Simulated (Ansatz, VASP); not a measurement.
## Sr3Zn in VASP and in Ansatz

```
CELL_PARAMETERS angstrom
5.69091 0.00000 0.00000
0.00000 5.69091 0.00000
0.00000 0.00000 5.69091
ATOMIC_POSITIONS crystal
Sr 0.50000 0.00000 0.50000
Sr 0.50000 0.50000 0.00000
Sr 0.00000 0.50000 0.50000
Zn 0.00000 0.00000 0.00000
```

Alike in both runs: task single point; functional PBE; k mesh 4 × 4 × 4; no spin polarisation.

```csv
,VASP,Ansatz
version,VASP 6.6.1,Ansatz 0.2.0
potentials or method,"VASP PAW PBE potentials, release 64 (Sr_sv, Zn), cutoff 520 eV","plane waves, PAW"
occupations,"methfessel-paxton of order 1, width 0.1 eV",methfessel-paxton of order 1
valence electrons in the cell,42,42
```

```tsv
	VASP	Ansatz	Ansatz less VASP
pressure (GPa)	-1.3	-1.3	-0.01
```
